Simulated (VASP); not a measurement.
# La (I4_1/amd) in VASP: relaxation of cell and atoms with PBE

Aim: the relaxation of cell and atoms of La with PBE.

Everything below comes from runs of VASP 6.6.1. Logs are shortened: lines on timing, memory, paths and dates and some standing lists are left out, and cuts for length are marked.

## (1) The cell of the first run

The structure is tetragonal, space group I4_1/amd (No. 141). The conventional cell has a = 5.889 Å, b = 5.889 Å, c = 3.587 Å, α = 90.00°, β = 90.00°, γ = 90.00°. Within 4.1 Å of La (site symmetry -4m2) lie 10 La at 3.08 to 3.99 Å.

## (2) Relaxation of cell and atoms, PBE, target pressure 4.4 GPa, at which the enthalpy is minimised

The input, INCAR:

```
PREC = Accurate
ENCUT = 600
EDIFF = 1E-6
ISMEAR = -1
SIGMA = 0.05
LREAL = F
LASPH = T
NELM = 100
ALGO = Normal
ISIF = 3
LWAVE = F
LCHARG = F
GGA = PE
IBRION = 2
NSW = 32
EDIFFG = -0.005
PSTRESS = 44.0
```

The input, KPOINTS:

```
Automatic mesh
0
Gamma
  13 13 13
```

The input, POSCAR:

```
La
1.0
   -2.9446184071      2.9446184071      1.7934138828
    2.9446184071     -2.9446184071      1.7934138828
    2.9446184071      2.9446184071     -1.7934138828
La
2
Direct
   -0.3750000000     -0.1250000000     -0.2500000000
    0.3750000000      0.1250000000      0.2500000000
```

Potentials or basis: VASP PAW PBE potentials, release 64 (La).

Launch:

```console
> cat potpaw_PBE.64/La/POTCAR > POTCAR
> mpirun -np 1 vasp_std > vasp.out
```

OUTCAR:

```text
PREC = Accurate
   ENCUT = 600
   EDIFF = 1E-6
   ISMEAR = -1
   LREAL = F
   LASPH = T
   NELM = 100
   ISIF = 3
   GGA = PE
   IBRION = 2
   NSW = 32
   EDIFFG = -0.005
   PSTRESS = 44.0

 ion  position               nearest neighbor table
   1  0.625  0.875  0.750-   2 3.08   2 3.08   2 3.08   2 3.08
   2  0.375  0.125  0.250-   1 3.08   1 3.08   1 3.08   1 3.08

  LATTYP: Found a body centered tetragonal cell.
 ALAT       =     5.8892368142
 C/A-ratio  =     0.6090479766

  Lattice vectors:

 A1 = (  -2.9446184071,   2.9446184071,   1.7934138828)
 A2 = (   2.9446184071,  -2.9446184071,   1.7934138828)
 A3 = (   2.9446184071,   2.9446184071,  -1.7934138828)

Analysis of symmetry for initial positions (statically):
=====================================================================
 Subroutine PRICEL returns:
 Original cell was already a primitive cell.

 Routine SETGRP: Setting up the symmetry group for a
 body centered tetragonal supercell.

 Subroutine GETGRP returns: Found 16 space group operations
 (whereof  4 operations were pure point group operations)
 out of a pool of 16 trial point group operations.

The static configuration has the point symmetry C_2h.
 The point group associated with its full space group is D_4h.

Analysis of symmetry for dynamics (positions and initial velocities):
=====================================================================
 Subroutine PRICEL returns:
 Original cell was already a primitive cell.

 Routine SETGRP: Setting up the symmetry group for a
 body centered tetragonal supercell.

 Subroutine GETGRP returns: Found 16 space group operations
 (whereof  4 operations were pure point group operations)
 out of a pool of 16 trial point group operations.

The dynamic configuration has the point symmetry C_2h.
 The point group associated with its full space group is D_4h.

 Subroutine INISYM returns: Found 16 space group operations
 (whereof  4 operations are pure point group operations),
 and found     1 'primitive' translations

----------------------------------------------------------------------------------------

                                     Primitive cell

  volume of cell :      62.2012

  direct lattice vectors                    reciprocal lattice vectors
    -2.944618407  2.944618407  1.793413883     0.000000000  0.169801289  0.278797886
     2.944618407 -2.944618407  1.793413883     0.169801289  0.000000000  0.278797886
     2.944618407  2.944618407 -1.793413883     0.169801289  0.169801289  0.000000000

  length of vectors
     4.534080776  4.534080776  4.534080776     0.326436424  0.326436424  0.240135285

  position of ions in fractional coordinates (direct lattice)
     0.625000000  0.875000000  0.750000000
     0.375000000  0.125000000  0.250000000

  ion indices of the primitive-cell ions
   primitive index   ion index
                 1           1
                 2           2

----------------------------------------------------------------------------------------

 KPOINTS: Automatic mesh

Automatic generation of k-mesh.
 Grid dimensions read from file:
 generate k-points for:   13   13   13

 Generating k-lattice:

  Cartesian coordinates                     Fractional coordinates (reciprocal lattice)
     0.000000000  0.013061638  0.021445991     0.076923077 -0.000000000  0.000000000
     0.013061638  0.000000000  0.021445991    -0.000000000  0.076923077  0.000000000
     0.013061638  0.013061638  0.000000000     0.000000000  0.000000000  0.076923077

  Length of vectors
     0.025110494  0.025110494  0.018471945

  Shift w.r.t. Gamma in fractional coordinates (k-lattice)
[... 66 lines left out ...]
   EFERMI =   0.00;   METHOD = LEGACY
   ISMEAR =    -1;   SIGMA  =   0.05  broadening in eV -4-tet -1-fermi 0-gaus
   EFERMI_NEDOS =   21; number of points for ismear=-14 and -15
   IALGO  =     38    algorithm
   IMIX   =      4    mixing-type and parameters
     AMIX     =   0.40;   BMIX     =  1.00
     AMIX_MAG =   1.60;   BMIX_MAG =  1.00
  volume/ion in A,a.u.               =      31.10       209.88
  Fermi-wavevector in a.u.,A,eV,Ry     =   1.157754  2.187837 18.237165  1.340394
  Thomas-Fermi vector in A             =   2.294362
   LORBIT       =      0    0 simple, 1 ext, 2 COOP (PROOUT), +10 PAW based schemes
   GGA     = PE    functional components
   LHFCALC =     F    Hartree Fock is set to
   AEXX    =    0.0000 exact exchange contribution
   IVDW    =     0    specifies the selected vdW correction
   LEPSILON=     F    determine dielectric tensor
   LRPA    =     F    only Hartree local field effects (RPA)
 conjugate gradient relaxation of ions
 non-spin polarized calculation
  energy-cutoff  :      600.00
  volume of cell :       62.20
 maximum number of plane-waves:      2111
   NGX = 19   NGY = 19   NGZ = 19

--------------------------------------- Ionic step        1  -------------------------------------------

 number of electron      22.0000002 magnetization

 Free energy of the ion-electron system (eV)
  ---------------------------------------------------
  ext. energy  EPLUGINS =         0.00000000
  ---------------------------------------------------
  free energy    TOTEN  =        -9.13230438 eV

  energy without entropy =       -9.11019061  energy(sigma->0) =       -9.12124750

------------------------ aborting loop because EDIFF is reached ----------------------------------------

  FORCE on cell =-STRESS in cart. coord.  units (eV):
  Direction    XX          YY          ZZ          XY          YZ          ZX
  --------------------------------------------------------------------------------------
  -------------------------------------------------------------------------------------
  Total        1.7105124      1.7105124      1.7382954      0.0000000     -0.0000000      0.0000000
  in kB       44.0593667     44.0593667     44.7749998      0.0000000     -0.0000000      0.0000000
  external PRESSURE =       0.2979111 kB  Pullay stress =      44.0000000 kB

 VOLUME and BASIS-vectors are now :
 -----------------------------------------------------------------------------
  energy-cutoff  :      600.00
  volume of cell :       62.20
      direct lattice vectors                 reciprocal lattice vectors
    -2.944618407  2.944618407  1.793413883     0.000000000  0.169801289  0.278797886
     2.944618407 -2.944618407  1.793413883     0.169801289  0.000000000  0.278797886
     2.944618407  2.944618407 -1.793413883     0.169801289  0.169801289  0.000000000

 POSITION                                       TOTAL-FORCE (eV/Angst)
 -----------------------------------------------------------------------------------
      2.94462      1.47231      1.34506         0.000000     -0.000000      0.000000
      0.00000      1.47231      0.44835        -0.000000      0.000000     -0.000000
 -----------------------------------------------------------------------------------
    total drift:                               -0.000000     -0.000000      0.000000

  FREE ENERGIE OF THE ION-ELECTRON SYSTEM (eV)
  ---------------------------------------------------
  free  energy   TOTEN  =        -9.1323043775 eV

  energy  without entropy=       -9.1101906133  energy(sigma->0) =       -9.12124750

  enthalpy is  TOTEN    =        -7.4240967455 eV   P V=        1.7082076319

--------------------------------------- Ionic step        2  -------------------------------------------

 number of electron      22.0000002 magnetization

 Free energy of the ion-electron system (eV)
  ---------------------------------------------------
  ext. energy  EPLUGINS =         0.00000000
  ---------------------------------------------------
  free energy    TOTEN  =        -9.13374617 eV

  energy without entropy =       -9.11162664  energy(sigma->0) =       -9.12268641

 E-fermi :   9.5254     XC(G=0): -10.2696

 val. band max:        9.5079518639   @ k =   0.0769   0.0769   0.0769
 cond. band min:       9.5276289064   @ k =  -0.3077   0.1538   0.0000
 fundamental gap:      0.0196770425
 Fermi energy:         9.5254407121

 k-point     1 :       0.0000    0.0000    0.0000
  band No.  band energies     occupation
      1     -23.4950      2.00000
      2     -22.4540      2.00000
      3      -8.0680      2.00000
      4      -8.0680      2.00000
      5      -6.1704      2.00000
      6      -6.1007      2.00000
      7      -5.5591      2.00000
      8      -5.5591      2.00000
      9       6.6600      2.00000
     10       6.8009      2.00000
     11       8.9782      1.99996
     12       9.2990      1.97865
     13      10.2177      0.00000
     14      10.7926      0.00000
[... 401 lines left out ...]
      2     -22.6957      2.00000
      3      -8.1119      2.00000
      4      -7.6671      2.00000
      5      -7.3528      2.00000
      6      -6.5702      2.00000
      7      -6.1866      2.00000
      8      -5.5557      2.00000
      9       7.7240      2.00000
     10       8.2686      2.00000
     11       9.0614      1.99981
     12      10.2295      0.00000
     13      10.7901      0.00000
     14      11.0012      0.00000
     15      11.2018      0.00000

 [... further k-points ...]

------------------------ aborting loop because EDIFF is reached ----------------------------------------

  FORCE on cell =-STRESS in cart. coord.  units (eV):
  Direction    XX          YY          ZZ          XY          YZ          ZX
  --------------------------------------------------------------------------------------
  -------------------------------------------------------------------------------------
  Total        1.7057600      1.7057600      1.7112421      0.0000000      0.0000000      0.0000000
  in kB       43.9002086     43.9002086     44.0412982      0.0000000      0.0000000      0.0000000
  external PRESSURE =      -0.0527615 kB  Pullay stress =      44.0000000 kB

 VOLUME and BASIS-vectors are now :
 -----------------------------------------------------------------------------
  energy-cutoff  :      600.00
  volume of cell :       62.25
      direct lattice vectors                 reciprocal lattice vectors
    -2.944782112  2.944782112  1.794715464     0.000000000  0.169791849  0.278595694
     2.944782112 -2.944782112  1.794715464     0.169791849  0.000000000  0.278595694
     2.944782112  2.944782112 -1.794715464     0.169791849  0.169791849  0.000000000

 POSITION                                       TOTAL-FORCE (eV/Angst)
 -----------------------------------------------------------------------------------
      2.94478      1.47239      1.34604        -0.000000      0.000000     -0.000000
     -0.00000      1.47239      0.44868         0.000000     -0.000000      0.000000
 -----------------------------------------------------------------------------------
    total drift:                               -0.000000     -0.000000      0.000000

  FREE ENERGIE OF THE ION-ELECTRON SYSTEM (eV)
  ---------------------------------------------------
  free  energy   TOTEN  =        -9.1337461749 eV

  energy  without entropy=       -9.1116266446  energy(sigma->0) =       -9.12268641

  enthalpy is  TOTEN    =        -7.4241087235 eV   P V=        1.7096374514

 reached required accuracy - stopping structural energy minimisation
```

It took 2.2 min on 1 thread of Intel Xeon 6975P-C (Granite Rapids), shared host; peak memory 0.4 GiB.

Results:

| Quantity | Value |
| --- | --- |
| Free energy | -9.1337 eV |
| Relaxed volume | 31.13 Å³/atom |
| Relaxed cell | a = 4.535 Å, b = 4.535 Å, c = 4.535 Å, α = 99.01°, β = 99.01°, γ = 133.37° |
| Space group after relaxing (to 0.1 Å) | I4_1/amd (No. 141) |
| Energy change on relaxing (the run minimises the enthalpy) | -0.7 meV/atom |
| Ionic steps | 2 |
| Pressure after relaxing | 4.4 GPa |
| Band gap on the k mesh | zero (bands 11 and 12 overlap by 1.63 eV) |

The path:
```tsv
step	energy change (eV)	largest force (eV/Å)	pressure (GPa)	volume (Å³)
1	0.0000	0.0000	4.43	62.20
2	-0.0014	0.0000	4.39	62.25
```

Final structure:
```yaml
crystal:
  lattice:
    - [-2.94478, 2.94478, 1.79472]
    - [2.94478, -2.94478, 1.79472]
    - [2.94478, 2.94478, -1.79472]
  atoms:
    - { symbol: La, position: [0.62500, 0.87500, 0.75000] }
    - { symbol: La, position: [0.37500, 0.12500, 0.25000] }
```

Levels at points of the mesh, in eV from the Fermi level:
```tsv
k point	band 7	band 8	band 9	band 10	band 11	band 12	band 13	band 14	band 15
(0.00, 0.00, 0.00)	-15.08	-15.08	-2.87	-2.72	-0.55	-0.23	0.69	1.27	1.28
```

Caveat: the cell is relaxed towards a set pressure, so the run minimises the enthalpy, not the energy; spin-orbit coupling is left out, which moves the levels of the heavy elements.
